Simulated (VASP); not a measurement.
## ZnSn3N2: relaxation of cell and atoms with PBE

ZnSn3N2:

```
Zn Sn N
1.0
     3.85910    2.22805    2.38267
    -3.85910    2.22805    2.38267
     0.00000   -4.45611    2.38267
Zn Sn N
1 3 2
Direct
  0.00000 0.00000 0.00000
  0.00000 0.50000 0.50000
  0.50000 0.00000 0.50000
  0.50000 0.50000 0.00000
  0.25642 0.25642 0.25642
  0.74358 0.74358 0.74358
```

```yaml
Program: VASP 6.6.1
Task: relaxation of cell and atoms
Functional: PBE
Potentials_or_basis: VASP PAW PBE potentials, release 64 (Zn, Sn_d, N)
Cutoff: 600 eV
k_mesh: 6 × 6 × 6
Occupations: gaussian, width 0.1 eV
Spin: no spin polarisation
Dipole_correction: no
Further_INCAR_settings: ALGO = Normal; EDIFF = 1e-07; IBRION = 2; EDIFFG = -0.04; NSW = 90; ISIF = 3
```

```yaml
Relaxed_volume: 20.36 Å³/atom
Relaxed_cell: a = 5.040 Å, b = 5.040 Å, c = 5.040 Å, α = 99.43°, β = 99.43°, γ = 99.43°
Space_group_after_relaxing_to_0.05_Å: R-3m (No. 166)
Energy_gained_by_relaxing: 0.7 meV/atom
Ionic_steps: 4
Pressure_after_relaxing: 0.0 GPa
Largest_force_after_relaxing: 0.017 eV/Å
Band_gap_on_the_k_mesh: zero (band 32 reaches 6.66 eV, above the bottom of band 33 at 5.16 eV)
```

Forces on the atoms (eV/Å):
```
Zn   0.000  0.000  0.000
Sn   0.000  0.000  0.000
Sn   0.000  0.000  0.000
Sn   0.000  0.000  0.000
N    0.000  0.000  0.017
N    0.000  0.000 -0.017
```

Stress tensor (GPa, compression positive):
```
 0.08  0.00  0.00
 0.00  0.08  0.00
 0.00  0.00 -0.05
```

Step by step:
```csv
step,energy change (eV),largest force (eV/Å),pressure (GPa),volume (Å³)
1,0.0000,0.2355,-0.13,122.92
2,-0.0033,0.0692,-0.29,122.63
3,-0.0037,0.0043,-0.24,122.71
4,-0.0041,0.0175,0.04,122.16
```

Final structure:
```yaml
crystal:
  lattice:
    - [3.84462, 2.21969, 2.38581]
    - [-3.84462, 2.21969, 2.38581]
    - [0.00000, -4.43938, 2.38581]
  atoms:
    - { symbol: Zn, position: [0.00000, 0.00000, 0.00000] }
    - { symbol: Sn, position: [0.00000, 0.50000, 0.50000] }
    - { symbol: Sn, position: [0.50000, 0.00000, 0.50000] }
    - { symbol: Sn, position: [0.50000, 0.50000, 0.00000] }
    - { symbol: N, position: [0.25779, 0.25779, 0.25779] }
    - { symbol: N, position: [0.74221, 0.74221, 0.74221] }
```

Levels at points of the mesh, in eV from the Fermi level:
| k point | band 30 | band 31 | band 32 | band 33 | band 34 | band 35 |
| --- | --- | --- | --- | --- | --- | --- |
| (0.00, 0.00, 0.00) | -2.45 | -2.45 | 0.39 | 0.81 | 0.81 | 3.79 |
| (0.50, 0.00, 0.00) | -1.32 | -0.94 | -0.90 | 1.42 | 1.70 | 1.99 |
| (0.50, 0.50, 0.00) | -2.39 | -0.16 | 0.18 | 0.89 | 1.40 | 2.56 |
| (0.50, 0.50, 0.50) | -0.75 | -0.75 | 0.10 | 0.18 | 0.18 | 3.17 |

Wall time 7.5 min on 1 thread of Intel Xeon 6975P-C, on a shared host, peak memory 0.36 GiB.

Caveat: spin-orbit coupling is left out, which moves the levels of the heavy elements.
